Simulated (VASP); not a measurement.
Runs of VASP 6.6.1 on AlPt. The structure is that of space group Pm-3m (No. 221), or close to it. The cells are those of the table. 

```csv
cell,gap on the mesh (eV),pressure (GPa)
"a = 3.117 Å, 2 atoms",none,-9.2
"a = 3.092 Å, 2 atoms",none,-5.0
"a = 3.039 Å, 2 atoms",none,5.7
"a = 3.066 Å, 2 atoms",none,(b)
"a = 3.142 Å, 2 atoms",none,(a)
```

Alike in all rows: task electric field gradients; level r2SCAN; potentials or basis VASP PAW PBE potentials, release 64 (Al, Pt); no spin polarisation; k mesh 11 × 11 × 11; cutoff (eV) 520; smearing fermi-dirac 0.03 eV.

Estimate the missing entries.

(a) -12.9; (b) 0.0.

Caveats: the PAW data sets were made with another functional, which shifts forces and pressure a little; spin-orbit coupling is left out, which moves the levels of the heavy elements; the cell stands under tension (at least some runs); the cell stands under pressure (at least some runs).

A k mesh can miss the band edges, and the runs leave out spin-orbit coupling on Pt.

A gap of «none» marks levels without a gap at the run's occupations.
